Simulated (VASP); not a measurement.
# Sn2Ir in VASP: further runs, part 2 of 2

VASP 6.6.1.

### Step 4. Electric field gradients, LDA (21.64 Å³/atom)

This run uses another cell than the first one, of 21.64 Å³/atom.

INCAR

```
ALGO = Normal
EDIFF = 1E-8
ENCUT = 520
ISIF = 2
ISMEAR = -1
LASPH = T
LCHARG = F
LEFG = T
LREAL = F
LWAVE = F
NBANDS = 26
NELM = 60
PREC = Accurate
SIGMA = 0.03
```

KPOINTS

```
k-points
0
Gamma
  10 10 10
```

POSCAR

```
Sn2Ir
1.0
    0.0000000000      3.1899873666      3.1899873666
    3.1899873666      0.0000000000      3.1899873666
    3.1899873666      3.1899873666      0.0000000000
Sn Ir
2 1
Direct
    0.2500000000      0.2500000000      0.2500000000
    0.7500000000      0.7500000000      0.7500000000
    0.0000000000      0.0000000000      0.0000000000
```

Potentials or basis: VASP PAW LDA potentials, release 64 (Sn_d, Ir).

The run is started by

```
> cat potpaw_LDA.64/Sn_d/POTCAR potpaw_LDA.64/Ir/POTCAR > POTCAR
> mpirun -np 1 vasp_std > vasp.out
```

OUTCAR:

```text
EDIFF = 1E-8
   ENCUT = 520
   ISIF = 2
   ISMEAR = -1
   LASPH = T
   LREAL = F
   NELM = 60
   PREC = Accurate

 ion  position               nearest neighbor table
   1  0.250  0.250  0.250-   3 2.76   3 2.76   3 2.76   3 2.76   2 3.19   2 3.19   2 3.19   2 3.19
                             2 3.19   2 3.19
   2  0.750  0.750  0.750-   3 2.76   3 2.76   3 2.76   3 2.76   1 3.19   1 3.19   1 3.19   1 3.19
                             1 3.19   1 3.19
   3  0.000  0.000  0.000-   2 2.76   2 2.76   2 2.76   1 2.76   2 2.76   1 2.76   1 2.76   1 2.76

  LATTYP: Found a face centered cubic cell.
 ALAT       =     6.3799747332

  Lattice vectors:

 A1 = (   0.0000000000,   3.1899873666,   3.1899873666)
 A2 = (   3.1899873666,   0.0000000000,   3.1899873666)
 A3 = (   3.1899873666,   3.1899873666,   0.0000000000)
[... 917 lines left out ...]
 ion       V_xx      V_yy      V_zz      V_xy      V_xz      V_yz
---------------------------------------------------------------------
   1       0.000    -0.000     0.000    -0.002    -0.002    -0.002
   2       0.000    -0.000     0.000    -0.002    -0.002    -0.002
   3      -0.000    -0.000    -0.000     0.000     0.000     0.000
---------------------------------------------------------------------

 Electric field gradients after diagonalization (V/A^2)
 (convention: |V_zz| > |V_xx| > |V_yy|)
----------------------------------------------------------------------
 ion       V_xx      V_yy      V_zz     asymmetry (V_yy - V_xx)/ V_zz
----------------------------------------------------------------------
   1       0.002     0.002    -0.003       0.000
   2       0.002     0.002    -0.003       0.000
   3      -0.000    -0.000     0.000       0.000
----------------------------------------------------------------------

           NMR quadrupolar parameters

 Cq : quadrupolar parameter    Cq=e*Q*V_zz/h
 eta: asymmetry parameters     (V_yy - V_xx)/ V_zz
 Q  : nuclear electric quadrupole moment in mb (millibarn)
----------------------------------------------------------------------
 ion       Cq(MHz)       eta       Q (mb)
----------------------------------------------------------------------
   1      -0.000       0.000       1.000
   2      -0.000       0.000       1.000
   3       0.000       0.000       1.000
----------------------------------------------------------------------
```

OSZICAR:

```text
N       E                     dE             d eps       ncg     rms          rms(c)
DAV:   1     0.352961362895E+03    0.35296E+03   -0.17969E+04  2470   0.216E+03
DAV:   2     0.209023256786E+02   -0.33206E+03   -0.32173E+03  2444   0.519E+02
DAV:   3    -0.192053494767E+02   -0.40108E+02   -0.39427E+02  2756   0.168E+02
DAV:   4    -0.206193673669E+02   -0.14140E+01   -0.14101E+01  2882   0.346E+01
DAV:   5    -0.206582962283E+02   -0.38929E-01   -0.38925E-01  3282   0.549E+00    0.873E+00
DAV:   6    -0.203571241919E+02    0.30117E+00   -0.34274E-01  2724   0.618E+00    0.373E+00
DAV:   7    -0.202475615403E+02    0.10956E+00   -0.12641E-01  3092   0.362E+00    0.185E+00
DAV:   8    -0.202274385682E+02    0.20123E-01   -0.76740E-02  2686   0.242E+00    0.357E-01
DAV:   9    -0.202267235231E+02    0.71505E-03   -0.53195E-03  3000   0.897E-01    0.830E-02
DAV:  10    -0.202266790573E+02    0.44466E-04   -0.31877E-04  2988   0.217E-01    0.518E-02
DAV:  11    -0.202266887767E+02   -0.97193E-05   -0.36490E-05  2986   0.598E-02    0.782E-03
DAV:  12    -0.202266892219E+02   -0.44524E-06   -0.30610E-06  3152   0.176E-02    0.411E-03
DAV:  13    -0.202266892198E+02    0.21437E-08   -0.22079E-07  2700   0.519E-03    0.948E-04
DAV:  14    -0.202266892187E+02    0.11005E-08   -0.12431E-08  2006   0.143E-03
   1 F= -.20226689E+02 E0= -.20224131E+02  d E =-.511741E-02
```

Wall time 43 s (1 thread of Intel Xeon Platinum 8559C (Emerald Rapids), shared host); peak memory 0.21 GiB.

Results:

```yaml
Free_energy: -20.2267 eV
Pressure: -4.2 GPa
Band_gap_on_the_k_mesh: zero (an odd number of electrons rules out a gap without spin polarisation)
Largest_electric_field_gradient_by_atom: under 0.05 V/Å² on every atom
```

Caveat: the cell stands under tension; spin-orbit coupling is left out, which moves the levels of the heavy elements.

### Step 5. Electric field gradients, LDA (22.49 Å³/atom)

This run uses another cell than the first one, of 22.49 Å³/atom.

INCAR

```
  ALGO = Normal
  EDIFF = 1E-8
  ENCUT = 520
  GGA = CA
  ISIF = 2
  ISMEAR = -1
  LASPH = T
  LCHARG = F
  LEFG = T
  LREAL = F
  LWAVE = F
  NBANDS = 26
  NELM = 60
  PREC = Accurate
  SIGMA = 0.03
```

KPOINTS is that of step 4.

POSCAR

```
Sn2Ir
1.0
    0.0000000000      3.2311530343      3.2311530343
    3.2311530343      0.0000000000      3.2311530343
    3.2311530343      3.2311530343      0.0000000000
Sn Ir
2 1
Direct
    0.2500000000      0.2500000000      0.2500000000
    0.7500000000      0.7500000000      0.7500000000
    0.0000000000      0.0000000000      0.0000000000
```

Potentials or basis: VASP PAW LDA potentials, release 64 (Sn_d, Ir).

The run is started by

```
> cat potpaw_LDA.64/Sn_d/POTCAR potpaw_LDA.64/Ir/POTCAR > POTCAR
> mpirun -np 1 vasp_std > vasp.out
```

OUTCAR:

```text
EDIFF = 1E-8
   ENCUT = 520
   GGA = CA
   ISIF = 2
   ISMEAR = -1
   LASPH = T
   LREAL = F
   NELM = 60
   PREC = Accurate

 ion  position               nearest neighbor table
   1  0.250  0.250  0.250-   3 2.80   3 2.80   3 2.80   3 2.80   2 3.23   2 3.23   2 3.23   2 3.23
                             2 3.23   2 3.23
   2  0.750  0.750  0.750-   3 2.80   3 2.80   3 2.80   3 2.80   1 3.23   1 3.23   1 3.23   1 3.23
                             1 3.23   1 3.23
   3  0.000  0.000  0.000-   2 2.80   2 2.80   2 2.80   1 2.80   2 2.80   1 2.80   1 2.80   1 2.80

  LATTYP: Found a face centered cubic cell.
 ALAT       =     6.4623060686

  Lattice vectors:

 A1 = (   0.0000000000,   3.2311530343,   3.2311530343)
 A2 = (   3.2311530343,   0.0000000000,   3.2311530343)
 A3 = (   3.2311530343,   3.2311530343,   0.0000000000)

Analysis of symmetry for initial positions (statically):
=====================================================================
 Subroutine PRICEL returns:
 Original cell was already a primitive cell.
[... 895 lines left out ...]

 POSITION                                       TOTAL-FORCE (eV/Angst)
 -----------------------------------------------------------------------------------
      1.61558      1.61558      1.61558         0.000000      0.000000      0.000000
      4.84673      4.84673      4.84673        -0.000000     -0.000000     -0.000000
      0.00000      0.00000      0.00000         0.000000      0.000000      0.000000
 -----------------------------------------------------------------------------------
    total drift:                                0.000000      0.000000      0.000000

  FREE ENERGIE OF THE ION-ELECTRON SYSTEM (eV)
  ---------------------------------------------------
  free  energy   TOTEN  =       -20.1288327124 eV

  energy  without entropy=      -20.1234868180  energy(sigma->0) =      -20.12615977

 Electric field gradients (V/A^2)
---------------------------------------------------------------------
 ion       V_xx      V_yy      V_zz      V_xy      V_xz      V_yz
---------------------------------------------------------------------
   1      -0.000     0.000     0.000    -0.000    -0.000    -0.000
   2      -0.000     0.000     0.000    -0.000    -0.000    -0.000
   3       0.000     0.000     0.000     0.000     0.000     0.000
---------------------------------------------------------------------

 Electric field gradients after diagonalization (V/A^2)
 (convention: |V_zz| > |V_xx| > |V_yy|)
----------------------------------------------------------------------
 ion       V_xx      V_yy      V_zz     asymmetry (V_yy - V_xx)/ V_zz
----------------------------------------------------------------------
   1       0.000     0.000    -0.001       0.000
   2       0.000     0.000    -0.001       0.000
   3      -0.000    -0.000     0.000       0.000
----------------------------------------------------------------------

           NMR quadrupolar parameters

 Cq : quadrupolar parameter    Cq=e*Q*V_zz/h
 eta: asymmetry parameters     (V_yy - V_xx)/ V_zz
 Q  : nuclear electric quadrupole moment in mb (millibarn)
----------------------------------------------------------------------
 ion       Cq(MHz)       eta       Q (mb)
----------------------------------------------------------------------
   1      -0.000       0.000       1.000
   2      -0.000       0.000       1.000
   3       0.000       0.000       1.000
----------------------------------------------------------------------
```

OSZICAR:

```text
N       E                     dE             d eps       ncg     rms          rms(c)
DAV:   1     0.350535073417E+03    0.35054E+03   -0.17976E+04  2462   0.213E+03
DAV:   2     0.212161997938E+02   -0.32932E+03   -0.31873E+03  2444   0.516E+02
DAV:   3    -0.190767392749E+02   -0.40293E+02   -0.39542E+02  2880   0.168E+02
DAV:   4    -0.205048432805E+02   -0.14281E+01   -0.14232E+01  2832   0.347E+01
DAV:   5    -0.205452075295E+02   -0.40364E-01   -0.40356E-01  3342   0.561E+00    0.795E+00
DAV:   6    -0.202530811244E+02    0.29213E+00   -0.37903E-01  2724   0.632E+00    0.330E+00
DAV:   7    -0.201526265059E+02    0.10045E+00   -0.13156E-01  3156   0.356E+00    0.181E+00
DAV:   8    -0.201296147387E+02    0.23012E-01   -0.82247E-02  2836   0.242E+00    0.317E-01
DAV:   9    -0.201288460418E+02    0.76870E-03   -0.63099E-03  3012   0.969E-01    0.722E-02
DAV:  10    -0.201288229130E+02    0.23129E-04   -0.38744E-04  3044   0.265E-01    0.445E-02
DAV:  11    -0.201288318314E+02   -0.89185E-05   -0.37934E-05  2964   0.625E-02    0.812E-03
DAV:  12    -0.201288327136E+02   -0.88212E-06   -0.28162E-06  3168   0.133E-02    0.468E-03
DAV:  13    -0.201288327125E+02    0.11105E-08   -0.17202E-07  2442   0.323E-03    0.737E-04
DAV:  14    -0.201288327124E+02    0.58208E-10   -0.81332E-09  2044   0.116E-03
   1 F= -.20128833E+02 E0= -.20126160E+02  d E =-.534589E-02
```

stdout:

```text
POSCAR found type information on POSCAR SnIr
 POSCAR found :  2 types and       3 ions
 scaLAPACK will be used
 LDA part: xc-table for (Slater(with rela. corr.)+CA(PZ))
 , standard interpolation
 POSCAR, INCAR and KPOINTS ok, starting setup
 FFT: planning ... GRIDC
 FFT: planning ... GRID_SOFT
 FFT: planning ... GRID
 WAVECAR not read
 entering main loop
ion   1

ion   2

ion   3
```

It took 44 s on 1 thread of Intel Xeon Platinum 8559C (Emerald Rapids), shared host; peak memory 0.22 GiB.

Results:

* Free energy: -20.1288 eV
* Pressure: -8.1 GPa
* Band gap on the k mesh: zero (an odd number of electrons rules out a gap without spin polarisation)
* Largest electric field gradient by atom: under 0.05 V/Å² on every atom

Caveat: the cell stands under tension; spin-orbit coupling is left out, which moves the levels of the heavy elements.

### Step 6. Electric field gradients, LDA (equal xy, yz and zx shear strains of +2 %)

INCAR

```
SYSTEM = Sn2Ir
PREC = Accurate
ENCUT = 400
EDIFF = 1E-8
ISMEAR = -1
SIGMA = 0.03
LREAL = .FALSE.
LASPH = .TRUE.
NELM = 120
ALGO = Normal
ISIF = 2
LWAVE = .FALSE.
LCHARG = .FALSE.
GGA = CA
LEFG = .TRUE.
NBANDS = 26
GGA_COMPAT = .FALSE.
```

KPOINTS

```
Automatic mesh
0
G
  10 10 10
  0 0 0
```

POSCAR

```
Sn2Ir
1.0
    0.0633800000      3.2006900000      3.2006900000
    3.2006900000      0.0633800000      3.2006900000
    3.2006900000      3.2006900000      0.0633800000
Sn Ir
2 1
Direct
    0.2500000000      0.2500000000      0.2500000000
    0.7500000000      0.7500000000      0.7500000000
    0.0000000000      0.0000000000      0.0000000000
```

Potentials or basis: VASP PAW LDA potentials, release 64 (Sn_d, Ir).

The run is started by

```
> cat potpaw_LDA.64/Sn_d/POTCAR potpaw_LDA.64/Ir/POTCAR > POTCAR
> mpirun -np 1 vasp_std > vasp.out
```

OUTCAR:

```text
SYSTEM = Sn2Ir
   PREC = Accurate
   ENCUT = 400
   EDIFF = 1E-8
   ISMEAR = -1
   LREAL = .FALSE.
   LASPH = .TRUE.
   NELM = 120
   ISIF = 2
   GGA = CA

 ion  position               nearest neighbor table
   1  0.250  0.250  0.250-   3 2.73   3 2.73   3 2.73   3 2.80   2 3.17   2 3.17   2 3.17   2 3.17
                             2 3.17   2 3.17
   2  0.750  0.750  0.750-   3 2.73   3 2.73   3 2.73   3 2.80   1 3.17   1 3.17   1 3.17   1 3.17
                             1 3.17   1 3.17
   3  0.000  0.000  0.000-   2 2.73   2 2.73   2 2.73   1 2.73   1 2.73   1 2.73   2 2.80   1 2.80

  LATTYP: Found a trigonal (rhomboedric) cell.
 ALAT       =     4.5269029122
 COS(alpha) =     0.5197000882

  Lattice vectors:

 A1 = (   0.0633800000,   3.2006900000,   3.2006900000)
 A2 = (   3.2006900000,   0.0633800000,   3.2006900000)
 A3 = (   3.2006900000,   3.2006900000,   0.0633800000)

Analysis of symmetry for initial positions (statically):
=====================================================================
 Subroutine PRICEL returns:
 Original cell was already a primitive cell.

 Routine SETGRP: Setting up the symmetry group for a
 trigonal (rhombohedral) supercell.

 Subroutine GETGRP returns: Found 12 space group operations
 (whereof 12 operations were pure point group operations)
 out of a pool of 12 trial point group operations.

The static configuration has the point symmetry D_3d.

Analysis of symmetry for dynamics (positions and initial velocities):
=====================================================================
 Subroutine PRICEL returns:
 Original cell was already a primitive cell.

 Routine SETGRP: Setting up the symmetry group for a
[... 857 lines left out ...]
     26      18.9805      0.00000

 [... further k-points ...]

------------------------ aborting loop because EDIFF is reached ----------------------------------------

  FORCE on cell =-STRESS in cart. coord.  units (eV):
  Direction    XX          YY          ZZ          XY          YZ          ZX
  --------------------------------------------------------------------------------------
  -------------------------------------------------------------------------------------
  Total       -0.6502941     -0.6502941     -0.6502941     -0.3892200     -0.3892200     -0.3892200
  in kB      -16.3739379    -16.3739379    -16.3739379     -9.8002797     -9.8002797     -9.8002797
  external PRESSURE =     -16.3739379 kB  Pullay stress =       0.0000000 kB

 VOLUME and BASIS-vectors are now :
 -----------------------------------------------------------------------------
  energy-cutoff  :      400.00
  volume of cell :       63.63
      direct lattice vectors                 reciprocal lattice vectors
     0.063380000  3.200690000  3.200690000    -0.160934674  0.157809728  0.157809728
     3.200690000  0.063380000  3.200690000     0.157809728 -0.160934674  0.157809728
     3.200690000  3.200690000  0.063380000     0.157809728  0.157809728 -0.160934674

 POSITION                                       TOTAL-FORCE (eV/Angst)
 -----------------------------------------------------------------------------------
      1.61619      1.61619      1.61619        -0.128483     -0.128483     -0.128483
      4.84857      4.84857      4.84857         0.128483      0.128483      0.128483
      0.00000      0.00000      0.00000        -0.000000      0.000000     -0.000000
 -----------------------------------------------------------------------------------
    total drift:                               -0.000000     -0.000000      0.000000

  FREE ENERGIE OF THE ION-ELECTRON SYSTEM (eV)
  ---------------------------------------------------
  free  energy   TOTEN  =       -20.2381538887 eV

  energy  without entropy=      -20.2343890717  energy(sigma->0) =      -20.23627148

 Electric field gradients (V/A^2)
---------------------------------------------------------------------
 ion       V_xx      V_yy      V_zz      V_xy      V_xz      V_yz
---------------------------------------------------------------------
   1      -0.000     0.000    -0.000    13.748    13.748    13.748
   2      -0.000     0.000    -0.000    13.748    13.748    13.748
   3      -0.000    -0.000    -0.000    16.388    16.388    16.388
---------------------------------------------------------------------

 Electric field gradients after diagonalization (V/A^2)
 (convention: |V_zz| > |V_xx| > |V_yy|)
----------------------------------------------------------------------
 ion       V_xx      V_yy      V_zz     asymmetry (V_yy - V_xx)/ V_zz
----------------------------------------------------------------------
   1     -13.748   -13.748    27.495       0.000
   2     -13.748   -13.748    27.495       0.000
   3     -16.388   -16.388    32.777       0.000
----------------------------------------------------------------------

           NMR quadrupolar parameters

 Cq : quadrupolar parameter    Cq=e*Q*V_zz/h
 eta: asymmetry parameters     (V_yy - V_xx)/ V_zz
 Q  : nuclear electric quadrupole moment in mb (millibarn)
----------------------------------------------------------------------
 ion       Cq(MHz)       eta       Q (mb)
----------------------------------------------------------------------
   1       0.066       0.000       1.000
   2       0.066       0.000       1.000
   3       0.079       0.000       1.000
----------------------------------------------------------------------
```

OSZICAR:

```text
N       E                     dE             d eps       ncg     rms          rms(c)
DAV:   1     0.317891585262E+03    0.31789E+03   -0.15538E+04  6210   0.187E+03
DAV:   2     0.162235582873E+02   -0.30167E+03   -0.29211E+03  6034   0.463E+02
DAV:   3    -0.194745982857E+02   -0.35698E+02   -0.35164E+02  7006   0.155E+02
DAV:   4    -0.206475107865E+02   -0.11729E+01   -0.11702E+01  6946   0.314E+01
DAV:   5    -0.206794271111E+02   -0.31916E-01   -0.31913E-01  7840   0.488E+00    0.914E+00
DAV:   6    -0.203714266588E+02    0.30800E+00   -0.31968E-01  6756   0.602E+00    0.399E+00
DAV:   7    -0.202550425901E+02    0.11638E+00   -0.12153E-01  7516   0.358E+00    0.172E+00
DAV:   8    -0.202389620583E+02    0.16081E-01   -0.68908E-02  6364   0.231E+00    0.366E-01
DAV:   9    -0.202381854760E+02    0.77658E-03   -0.47482E-03  7370   0.846E-01    0.820E-02
DAV:  10    -0.202381443517E+02    0.41124E-04   -0.29176E-04  7254   0.193E-01    0.546E-02
DAV:  11    -0.202381535838E+02   -0.92321E-05   -0.31298E-05  7390   0.539E-02    0.764E-03
DAV:  12    -0.202381539230E+02   -0.33926E-06   -0.23476E-06  8000   0.144E-02    0.506E-03
DAV:  13    -0.202381538906E+02    0.32436E-07   -0.20726E-07  6590   0.379E-03    0.869E-04
DAV:  14    -0.202381538887E+02    0.19454E-08   -0.19640E-08  5210   0.172E-03
   1 F= -.20238154E+02 E0= -.20236271E+02  d E =-.376482E-02
```

Wall time 2.1 min (1 thread of AMD EPYC 7R13, shared host); peak memory 0.21 GiB.

What came out:

- Free energy: -20.2382 eV
- Pressure: -1.6 GPa
- Largest force: 0.223 eV/Å
- Band gap on the k mesh: zero (an odd number of electrons rules out a gap without spin polarisation)
- Largest electric field gradient by atom: Sn +27.5; Ir +32.8 V/Å²

Forces on the atoms (eV/Å):
```
Sn  -0.128 -0.128 -0.128
Sn   0.128  0.128  0.128
Ir   0.000  0.000  0.000
```

Stress tensor (GPa, compression positive):
```
-1.64 -0.98 -0.98
-0.98 -1.64 -0.98
-0.98 -0.98 -1.64
```

Electric field gradients, principal values (V/Å²):
```
atom    least   middle  greatest (by size)
1 Sn  -13.748  -13.748              27.495
2 Sn  -13.748  -13.748              27.495
3 Ir  -16.388  -16.388              32.777
```

Caveat: the cell differs from its parent crystal (equal xy, yz and zx shear strains of +2 %); without QUAD_EFG the Cq values of the log hold for a quadrupole moment of 1 mb, not for the nuclei; spin-orbit coupling is left out, which moves the levels of the heavy elements.

### Step 7. The runs side by side

| cell | cutoff (eV) | gap on the mesh (eV) | pressure (GPa) |
| --- | --- | --- | --- |
| a = 4.467 Å, angles 60.0°, 3 atoms | 520 | none | -0.5 |
| a = 4.511 Å, angles 60.0°, 3 atoms | 520 | none | -4.2 |
| a = 4.570 Å, angles 60.0°, 3 atoms | 520 | none | -8.1 |
| a = 4.527 Å, angles 58.7°, 3 atoms | 400 | none | -1.6 |

Alike in all rows: task electric field gradients; level LDA; potentials or basis VASP PAW LDA potentials, release 64 (Sn_d, Ir); no spin polarisation; k mesh 10 × 10 × 10; smearing fermi-dirac 0.03 eV.

Caveats: spin-orbit coupling is left out, which moves the levels of the heavy elements; the cell stands under tension (at least some runs).

Absolute energies hang on the potentials; compare differences alone.
